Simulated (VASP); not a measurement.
# ZnF2 (P4_2/mnm) in VASP: notebook

Runs on ZnF2. Level: r2SCAN. Tasks: relaxation of the atoms.

Program: VASP 6.6.1. These are calculated values, not measurements. Logs are shortened: lines on timing, memory, paths and dates and some standing lists are left out, and cuts for length are marked.

**1. The cell of the first run**

The structure is tetragonal, space group P4_2/mnm (No. 136). The conventional cell has a = 4.672 Å, b = 4.672 Å, c = 3.108 Å, α = 90.00°, β = 90.00°, γ = 90.00°. Within 2.7 Å of Zn (site symmetry mmm) lie 6 F at 2.00 to 2.03 Å. F (site symmetry m2m) has 3 Zn at 2.00 to 2.03 Å and 1 F at 2.60 Å within 2.7 Å.

**2. Relaxation of the atoms, r2SCAN**

The input, POSCAR:

```
ZnF2
1.0
    4.6722417100      0.0000000000      0.0000000000
    0.0000000000      4.6722417100      0.0000000000
    0.0000000000      0.0000000000      3.1081305800
Zn F
2 4
Direct
    0.0000000000      0.0000000000      0.0000000000
    0.5000000000      0.5000000000      0.5000000000
    0.3032131100      0.3032131100      0.0000000000
    0.1967868900      0.8032131100      0.5000000000
    0.6967868900      0.6967868900      0.0000000000
    0.8032131100      0.1967868900      0.5000000000
```

The input, INCAR.step1:

```
SYSTEM = ZnF2
PREC     = Accurate       ! precision mode
ENCUT    = 580            ! plane-wave cutoff, eV
ISMEAR   = -1             ! smearing method
SIGMA    = 0.02           ! smearing width, eV
LREAL    = .FALSE.        ! projectors in reciprocal space
LASPH    = .TRUE.         ! aspherical terms in the spheres
NELM     = 120            ! most SCF steps
GGA      = PE             ! functional
ALGO     = Normal         ! electronic algorithm
EDIFF    = 1E-5           ! SCF threshold, eV
LWAVE    = .TRUE.         ! write WAVECAR
LCHARG   = .FALSE.        ! write CHGCAR
GGA_COMPAT= .FALSE.      
IBRION   = 2              ! ionic algorithm
EDIFFG   = -0.01          ! ionic threshold
NELMIN   = 4            
NSW      = 100            ! ionic steps
KPAR     = 4
```

The input, INCAR.step2:

```
SYSTEM = ZnF2
PREC     = Accurate       ! precision mode
ENCUT    = 580            ! plane-wave cutoff, eV
EDIFF    = 1E-7           ! SCF threshold, eV
ISMEAR   = -1             ! smearing method
SIGMA    = 0.02           ! smearing width, eV
LREAL    = .FALSE.        ! projectors in reciprocal space
LASPH    = .TRUE.         ! aspherical terms in the spheres
NELM     = 120            ! most SCF steps
ALGO     = Normal         ! electronic algorithm
ISIF     = 2              ! what is computed and relaxed
LWAVE    = .FALSE.        ! write WAVECAR
LCHARG   = .FALSE.        ! write CHGCAR
METAGGA  = R2SCAN         ! meta-GGA
LMIXTAU  = .TRUE.       
IBRION   = 2              ! ionic algorithm
NSW      = 50             ! ionic steps
EDIFFG   = -0.01          ! ionic threshold
ISTART   = 1            
GGA_COMPAT= .FALSE.      
NELMIN   = 4            
KPAR     = 4
```

The input, KPOINTS:

```
regular mesh
0
G
  6 6 10
  0 0 0
```

Potentials or basis: VASP PAW PBE potentials, release 64 (Zn, F).

On the command line:

```console
$ cat potpaw_PBE.64/Zn/POTCAR potpaw_PBE.64/F/POTCAR > POTCAR
$ cp INCAR.step1 INCAR
$ mpirun -np 4 vasp_std > vasp.out
$ cp INCAR.step2 INCAR
$ mpirun -np 4 vasp_std > vasp.out
```

OUTCAR:

```text
SYSTEM = ZnF2
   PREC = Accurate
   ENCUT = 580
   EDIFF = 1E-7
   ISMEAR = -1
   LREAL = .FALSE.
   LASPH = .TRUE.
   NELM = 120
   ISIF = 2
   METAGGA = R2SCAN
   IBRION = 2
   NSW = 50
   EDIFFG = -0.01
   ISTART = 1
   NELMIN = 4

 ion  position               nearest neighbor table
   1  0.000  0.000  0.000-   3 2.00   5 2.00   4 2.03   6 2.03   4 2.03   6 2.03
   2  0.500  0.500  0.500-   4 2.00   6 2.00   5 2.03   3 2.03   3 2.03   5 2.03
   3  0.303  0.303  0.000-   1 2.00   2 2.03   2 2.03
   4  0.197  0.803  0.500-   2 2.00   1 2.03   1 2.03
   5  0.697  0.697  0.000-   1 2.00   2 2.03   2 2.03
   6  0.803  0.197  0.500-   2 2.00   1 2.03   1 2.03

  LATTYP: Found a simple tetragonal cell.
 ALAT       =     4.6722417100
 C/A-ratio  =     0.6652332591

  Lattice vectors:

 A1 = (   4.6722417100,   0.0000000000,   0.0000000000)
 A2 = (   0.0000000000,   4.6722417100,   0.0000000000)
 A3 = (   0.0000000000,   0.0000000000,   3.1081305800)

Analysis of symmetry for initial positions (statically):
=====================================================================
 Subroutine PRICEL returns:
 Original cell was already a primitive cell.

 Routine SETGRP: Setting up the symmetry group for a
 simple tetragonal supercell.

 Subroutine GETGRP returns: Found 16 space group operations
 (whereof  8 operations were pure point group operations)
 out of a pool of 16 trial point group operations.

The static configuration has the point symmetry D_2h.
 The point group associated with its full space group is D_4h.

Analysis of symmetry for dynamics (positions and initial velocities):
=====================================================================
 Subroutine PRICEL returns:
 Original cell was already a primitive cell.

 Routine SETGRP: Setting up the symmetry group for a
 simple tetragonal supercell.

 Subroutine GETGRP returns: Found 16 space group operations
 (whereof  8 operations were pure point group operations)
 out of a pool of 16 trial point group operations.

The dynamic configuration has the point symmetry D_2h.
 The point group associated with its full space group is D_4h.

 Subroutine INISYM returns: Found 16 space group operations
 (whereof  8 operations are pure point group operations),
 and found     1 'primitive' translations

----------------------------------------------------------------------------------------

                                     Primitive cell

  volume of cell :      67.8500

  direct lattice vectors                    reciprocal lattice vectors
     4.672241710  0.000000000  0.000000000     0.214030023  0.000000000  0.000000000
     0.000000000  4.672241710  0.000000000     0.000000000  0.214030023  0.000000000
     0.000000000  0.000000000  3.108130580     0.000000000  0.000000000  0.321736804

  length of vectors
     4.672241710  4.672241710  3.108130580     0.214030023  0.214030023  0.321736804

  position of ions in fractional coordinates (direct lattice)
     0.000000000  0.000000000  0.000000000
     0.500000000  0.500000000  0.500000000
     0.303213110  0.303213110  0.000000000
     0.196786890  0.803213110  0.500000000
     0.696786890  0.696786890  0.000000000
     0.803213110  0.196786890  0.500000000

  ion indices of the primitive-cell ions
   primitive index   ion index
                 1           1
                 2           2
                 3           3
                 4           4
                 5           5
                 6           6

----------------------------------------------------------------------------------------

 KPOINTS: regular mesh

Automatic generation of k-mesh.
 Grid dimensions read from file:
 generate k-points for:    6    6   10

 Generating k-lattice:

  Cartesian coordinates                     Fractional coordinates (reciprocal lattice)
     0.035671670  0.000000000  0.000000000     0.166666667  0.000000000  0.000000000
     0.000000000  0.035671670  0.000000000     0.000000000  0.166666667  0.000000000
     0.000000000  0.000000000  0.032173680     0.000000000  0.000000000  0.100000000

  Length of vectors
     0.035671670  0.035671670  0.032173680

  Shift w.r.t. Gamma in fractional coordinates (k-lattice)
     0.000000000  0.000000000  0.000000000

 Subroutine IBZKPT returns following result:
 ===========================================

 Found     60 irreducible k-points:

 Following reciprocal coordinates:
            Coordinates               Weight
  0.000000  0.000000  0.000000      1.000000
  0.166667  0.000000  0.000000      4.000000
  0.333333  0.000000  0.000000      4.000000
  0.500000  0.000000  0.000000      2.000000
  0.166667  0.166667  0.000000      4.000000
  0.333333  0.166667  0.000000      8.000000
[... 16 lines left out ...]
  0.333333  0.000000  0.200000      8.000000
  0.500000  0.000000  0.200000      4.000000
 [... further k-points ...]
   k-points           NKPTS =     60   k-points in BZ     NKDIM =     60   number of bands    NBANDS=     31
   number of dos      NEDOS =    301   number of ions     NIONS =      6
   total plane-waves  NPLWV =  38400
   dimension x,y,z NGX =    40 NGY =   40 NGZ =   24
   dimension x,y,z NGXF=    80 NGYF=   80 NGZF=   48
   ions per type =               2   4
   NGX,Y,Z   is equivalent  to a cutoff of  14.23, 14.23, 12.84 a.u.
   NGXF,Y,Z  is equivalent  to a cutoff of  28.47, 28.47, 25.67 a.u.
 SYSTEM =  ZnF2
   PREC   = accura    normal or accurate (medium, high low for compatibility)
   ISTART =      1    job   : 0-new  1-cont  2-samecut
   ICHARG =      0    charge: 1-file 2-atom 10-const
   ISPIN  =      1    spin polarized calculation?
   LNONCOLLINEAR =      F non collinear calculations
   LSORBIT =      F    spin-orbit coupling
   LASPH  =      T    aspherical Exc in radial PAW
   ENCUT  =  580.0 eV  42.63 Ry    6.53 a.u.   9.17  9.17  6.10*2*pi/ulx,y,z
   NELM   =    120;   NELMIN=  4; NELMDL=  0     # of ELM steps
   EDIFF  = 0.1E-06   stopping-criterion for ELM
   LREAL  =      F    real-space projection
   EDIFFG = -.1E-01   stopping-criterion for IOM
   NSW    =     50    number of steps for IOM
   IBRION =      2    ionic relax: 0-MD 1-quasi-New 2-CG
   NFREE  =      1    steps in history (QN), initial steepest desc. (CG)
   ISIF   =      2    stress and relaxation
   ISYM   =      2    0-nonsym 1-usesym 2-fastsym
   POTIM  = 0.5000    time-step for ionic-motion
   TEBEG  =    0.0;   TEEND  =   0.0 temperature during run
   PSTRESS=    0.0 pullay stress
   NELECT =      52.0000    total number of electrons
   NUPDOWN=      -1.0000    fix difference up-down
   EMIN   =  10.00;   EMAX   =-10.00  energy-range for DOS
   EFERMI =   0.00;   METHOD = LEGACY
   ISMEAR =    -1;   SIGMA  =   0.02  broadening in eV -4-tet -1-fermi 0-gaus
   EFERMI_NEDOS =   21; number of points for ismear=-14 and -15
   IALGO  =     38    algorithm
   IMIX   =      4    mixing-type and parameters
     AMIX     =   0.40;   BMIX     =  1.00
     AMIX_MAG =   1.60;   BMIX_MAG =  1.00
  volume/ion in A,a.u.               =      11.31        76.31
  Fermi-wavevector in a.u.,A,eV,Ry     =   1.498164  2.831119 30.538209  2.244495
  Thomas-Fermi vector in A             =   2.609958
   LORBIT       =      0    0 simple, 1 ext, 2 COOP (PROOUT), +10 PAW based schemes
   METAGGA = R2SCAN    functional components
   LHFCALC =     F    Hartree Fock is set to
   AEXX    =    0.0000 exact exchange contribution
   IVDW    =     0    specifies the selected vdW correction
   LEPSILON=     F    determine dielectric tensor
   LRPA    =     F    only Hartree local field effects (RPA)
 conjugate gradient relaxation of ions
 non-spin polarized calculation
  energy-cutoff  :      580.00
  volume of cell :       67.85
 maximum number of plane-waves:      2168
 NGX is ok and might be reduce to    40
   NGX = 19   NGY = 19   NGZ = 13

--------------------------------------- Ionic step        1  -------------------------------------------

 number of electron      52.0000015 magnetization

 Free energy of the ion-electron system (eV)
  ---------------------------------------------------
  ext. energy  EPLUGINS =         0.00000000
  ---------------------------------------------------
  free energy    TOTEN  =       -45.65368257 eV

  energy without entropy =      -45.65368257  energy(sigma->0) =      -45.65368257

------------------------ aborting loop because EDIFF is reached ----------------------------------------

  FORCE on cell =-STRESS in cart. coord.  units (eV):
  Direction    XX          YY          ZZ          XY          YZ          ZX
  --------------------------------------------------------------------------------------
  -------------------------------------------------------------------------------------
  Total        1.2132093      1.2132093      1.4919030     -0.0000000      0.0000000      0.0000000
  in kB       28.6481404     28.6481404     35.2290807     -0.0000000      0.0000000      0.0000000
  external PRESSURE =      30.8417871 kB  Pullay stress =       0.0000000 kB
[... 65 lines left out ...]
  energy  without entropy=      -45.6539992854  energy(sigma->0) =      -45.65399929

--------------------------------------- Ionic step        3  -------------------------------------------

 number of electron      52.0000027 magnetization

 Free energy of the ion-electron system (eV)
  ---------------------------------------------------
  ext. energy  EPLUGINS =         0.00000000
  ---------------------------------------------------
  free energy    TOTEN  =       -45.65412348 eV

  energy without entropy =      -45.65412348  energy(sigma->0) =      -45.65412348

 E-fermi :  -0.9231     XC(G=0): -11.0831

 val. band max:       -1.3761338835   @ k =   0.0000   0.0000   0.0000
 cond. band min:       2.8527501959   @ k =   0.0000   0.0000   0.0000
 fundamental gap:      4.2288840795
 Fermi energy:        -0.9231482088

 k-point     1 :       0.0000    0.0000    0.0000
  band No.  band energies     occupation
      1     -24.7164      2.00000
      2     -23.9418      2.00000
      3     -23.9418      2.00000
      4     -23.8948      2.00000
      5      -7.8965      2.00000
      6      -7.0145      2.00000
[... 805 lines left out ...]
     30      10.7060      0.00000
     31      12.5228      0.00000

 [... further k-points ...]
[... 5 lines left out ...]
  --------------------------------------------------------------------------------------
  -------------------------------------------------------------------------------------
  Total        1.2018134      1.2018134      1.4201299      0.0000000      0.0000000      0.0000000
  in kB       28.3790430     28.3790430     33.5342660      0.0000000      0.0000000      0.0000000
  external PRESSURE =      30.0974507 kB  Pullay stress =       0.0000000 kB
[... 21 lines left out ...]
  FREE ENERGIE OF THE ION-ELECTRON SYSTEM (eV)
  ---------------------------------------------------
  free  energy   TOTEN  =       -45.6541234839 eV

  energy  without entropy=      -45.6541234839  energy(sigma->0) =      -45.65412348

 reached required accuracy - stopping structural energy minimisation
```

It took 3.6 min on 4 MPI ranks of Intel Xeon Platinum 8488C (Sapphire Rapids), shared host; peak memory 0.27 GiB.

What came out:

| Quantity | Value |
| --- | --- |
| Free energy | -45.6541 eV |
| Energy gained by relaxing | 0.1 meV/atom |
| Ionic steps | 3 |
| Pressure after relaxing | 3.0 GPa |
| Band gap on the k mesh | 4.23 eV |

The path:
```csv
step,energy change (eV),largest force (eV/Å),pressure (GPa)
1,0.0000,0.0470,3.08
2,-0.0003,0.0256,3.05
3,-0.0004,0.0006,3.01
```

Final structure:
```xyz
6
Lattice="4.6722 0.0000 0.0000 0.0000 4.6722 0.0000 0.0000 0.0000 3.1081" Properties=species:S:1:pos:R:3 pbc="T T T"
Zn    0.0000    0.0000    0.0000
Zn    2.3361    2.3361    1.5541
F     1.4132    1.4132    0.0000
F     0.9229    3.7493    1.5541
F     3.2591    3.2591    0.0000
F     3.7493    0.9229    1.5541
```

Caveat: the PAW data sets were made with another functional, which shifts forces and pressure a little. r2SCAN opens gaps a little over a GGA but as a rule still falls short of measured ones.

**3. Relaxation of the atoms, r2SCAN**

This run uses another cell than the first one, of 12.23 Å³/atom.

Changes to POSCAR since step 2:

```diff
@@ -2,5 +2,5 @@
 1.0
-    4.6722417100      0.0000000000      0.0000000000
-    0.0000000000      4.6722417100      0.0000000000
-    0.0000000000      0.0000000000      3.1081305800
+    4.7960668900      0.0000000000      0.0000000000
+    0.0000000000      4.7960668900      0.0000000000
+    0.0000000000      0.0000000000      3.1905032100
 Zn F
```

The input, INCAR.step1:

```
PREC = Accurate
ENCUT = 580
ISMEAR = -1
SIGMA = 0.02
LREAL = F
LASPH = T
NELM = 120
GGA = PE
ALGO = Normal
EDIFF = 1E-5
LWAVE = T
LCHARG = F
GGA_COMPAT = F
IBRION = 2
EDIFFG = -0.01
NELMIN = 4
NSW = 100
KPAR = 4
```

The input, INCAR.step2:

```
PREC = Accurate
ENCUT = 580
EDIFF = 1E-7
ISMEAR = -1
SIGMA = 0.02
LREAL = F
LASPH = T
NELM = 120
ALGO = Normal
ISIF = 2
LWAVE = F
LCHARG = F
METAGGA = R2SCAN
LMIXTAU = T
IBRION = 2
NSW = 50
EDIFFG = -0.01
ISTART = 1
GGA_COMPAT = F
NELMIN = 4
KPAR = 4
```

The input, KPOINTS:

```
regular mesh
0
Gamma
  6 6 10
```

Potentials or basis: VASP PAW PBE potentials, release 64 (Zn, F).

On the command line:

```console
$ cat potpaw_PBE.64/Zn/POTCAR potpaw_PBE.64/F/POTCAR > POTCAR
$ cp INCAR.step1 INCAR
$ mpirun -np 4 vasp_std > vasp.out
$ cp INCAR.step2 INCAR
$ mpirun -np 4 vasp_std > vasp.out
```

Run time: 18 min. Hardware: 4 MPI ranks of Intel Xeon Platinum 8259CL at 2.50GHz (Skylake/Cascade Lake), shared host; peak memory 0.3 GiB.

It converged, with:

```yaml
Free_energy: -45.6071 eV
Energy_gained_by_relaxing: 0.3 meV/atom
Ionic_steps: 5
Pressure_after_relaxing: -5.8 GPa
Band_gap_on_the_k_mesh: 4.16 eV
```

Stress tensor (GPa, compression positive):
```
-5.40  0.00  0.00
 0.00 -5.40  0.00
 0.00  0.00 -6.61
```

The path:
| step | energy change (eV) | largest force (eV/Å) | pressure (GPa) |
| --- | --- | --- | --- |
| 1 | 0.0000 | 0.0732 | -5.96 |
| 2 | -0.0009 | 0.0519 | -5.91 |
| 3 | -0.0016 | 0.0191 | -5.84 |
| 4 | -0.0012 | 0.0471 | -5.68 |
| 5 | -0.0018 | 0.0002 | -5.80 |

Final structure:
```
Zn F
1.0
     4.79607    0.00000    0.00000
     0.00000    4.79607    0.00000
     0.00000    0.00000    3.19050
Zn F
2 4
Cartesian
  0.0000 0.0000 0.0000
  2.3980 2.3980 1.5953
  1.4624 1.4624 0.0000
  0.9357 3.8604 1.5953
  3.3337 3.3337 0.0000
  3.8604 0.9357 1.5953
```

Levels at points of the mesh, in eV from the valence-band top:
| k point | band 24 | band 25 | band 26 | band 27 | band 28 | band 29 |
| --- | --- | --- | --- | --- | --- | --- |
| (0.00, 0.00, 0.00) | -0.25 | -0.25 | 0.00 | 4.16 | 9.86 | 10.41 |
| (0.50, 0.00, 0.00) | -0.56 | -0.32 | -0.32 | 6.68 | 6.68 | 11.26 |
| (0.50, 0.50, 0.00) | -1.11 | -0.26 | -0.26 | 7.56 | 7.56 | 9.82 |
| (0.00, 0.00, 0.50) | -1.21 | -1.09 | -1.09 | 8.84 | 8.84 | 12.64 |
| (0.50, 0.00, 0.50) | -1.19 | 0.00 | 0.00 | 9.34 | 9.34 | 11.08 |
| (0.50, 0.50, 0.50) | -1.09 | -0.74 | -0.74 | 8.78 | 8.78 | 12.18 |

Caveat: the PAW data sets were made with another functional, which shifts forces and pressure a little. r2SCAN opens gaps a little over a GGA but as a rule still falls short of measured ones.

**4. Relaxation of the atoms, r2SCAN**

This run uses another cell than the first one, of 12.00 Å³/atom.

Changes to POSCAR since step 3:

```diff
@@ -2,5 +2,5 @@
 1.0
-    4.7960668900      0.0000000000      0.0000000000
-    0.0000000000      4.7960668900      0.0000000000
-    0.0000000000      0.0000000000      3.1905032100
+    4.7657112200      0.0000000000      0.0000000000
+    0.0000000000      4.7657112200      0.0000000000
+    0.0000000000      0.0000000000      3.1703096100
 Zn F
```

The input, INCAR.step1:

```
  PREC = Accurate
  ENCUT = 580
  ISMEAR = -1
  SIGMA = 0.02
  LREAL = F
  LASPH = T
  NELM = 120
  GGA = PE
  ALGO = Normal
  EDIFF = 1E-5
  LWAVE = T
  LCHARG = F
  GGA_COMPAT = F
  IBRION = 2
  EDIFFG = -0.01
  NELMIN = 4
  NSW = 100
  KPAR = 4
```

The input, INCAR.step2:

```
  PREC = Accurate
  ENCUT = 580
  EDIFF = 1E-7
  ISMEAR = -1
  SIGMA = 0.02
  LREAL = F
  LASPH = T
  NELM = 120
  ALGO = Normal
  ISIF = 2
  LWAVE = F
  LCHARG = F
  METAGGA = R2SCAN
  LMIXTAU = T
  IBRION = 2
  NSW = 50
  EDIFFG = -0.01
  ISTART = 1
  GGA_COMPAT = F
  NELMIN = 4
  KPAR = 4
```

The input, KPOINTS:

```
Automatic mesh
0
Gamma
  6 6 10
```

On the command line:

```console
$ cat potpaw_PBE.64/Zn/POTCAR potpaw_PBE.64/F/POTCAR > POTCAR
$ cp INCAR.step1 INCAR
$ mpirun -np 4 vasp_std > vasp.out
$ cp INCAR.step2 INCAR
$ mpirun -np 4 vasp_std > vasp.out
```

Wall time 3.9 min (4 MPI ranks of Intel Xeon 6975P-C (Granite Rapids), shared host); peak memory 0.3 GiB.

It converged, with:

* Free energy: -45.6464 eV
* Energy gained by relaxing: 0.1 meV/atom
* Ionic steps: 5
* Pressure after relaxing: -4.0 GPa
* Band gap on the k mesh: 4.17 eV

Stress tensor (GPa, compression positive):
```
-3.70  0.00  0.00
 0.00 -3.70  0.00
 0.00  0.00 -4.50
```

The path:
| step | energy change (eV) | largest force (eV/Å) | pressure (GPa) |
| --- | --- | --- | --- |
| 1 | 0.0000 | 0.0462 | -4.06 |
| 2 | -0.0004 | 0.0310 | -4.03 |
| 3 | -0.0006 | 0.0140 | -3.99 |
| 4 | -0.0006 | 0.0201 | -3.92 |
| 5 | -0.0007 | 0.0007 | -3.97 |

Final structure:
```yaml
crystal:
  lattice:
    - [4.76571, 0.00000, 0.00000]
    - [0.00000, 4.76571, 0.00000]
    - [0.00000, 0.00000, 3.17031]
  atoms:
    - { symbol: Zn, position: [0.00000, 0.00000, 0.00000] }
    - { symbol: Zn, position: [0.50000, 0.50000, 0.50000] }
    - { symbol: F, position: [0.30420, 0.30420, 0.00000] }
    - { symbol: F, position: [0.19580, 0.80420, 0.50000] }
    - { symbol: F, position: [0.69580, 0.69580, 0.00000] }
    - { symbol: F, position: [0.80420, 0.19580, 0.50000] }
```

Levels at points of the mesh, in eV from the valence-band top:
| k point | band 24 | band 25 | band 26 | band 27 | band 28 | band 29 |
| --- | --- | --- | --- | --- | --- | --- |
| (0.00, 0.00, 0.00) | -0.29 | -0.29 | 0.00 | 4.17 | 9.99 | 10.42 |
| (0.50, 0.00, 0.00) | -0.60 | -0.37 | -0.37 | 6.73 | 6.73 | 11.29 |
| (0.50, 0.50, 0.00) | -1.20 | -0.31 | -0.31 | 7.65 | 7.65 | 9.84 |
| (0.00, 0.00, 0.50) | -1.23 | -1.15 | -1.15 | 8.93 | 8.93 | 12.69 |
| (0.50, 0.00, 0.50) | -1.27 | -0.03 | -0.03 | 9.45 | 9.45 | 11.10 |
| (0.50, 0.50, 0.50) | -1.15 | -0.76 | -0.76 | 8.85 | 8.85 | 12.20 |

Caveat: the PAW data sets were made with another functional, which shifts forces and pressure a little. A k mesh can miss the band edges.

(Part 1 of 2 ends here.)
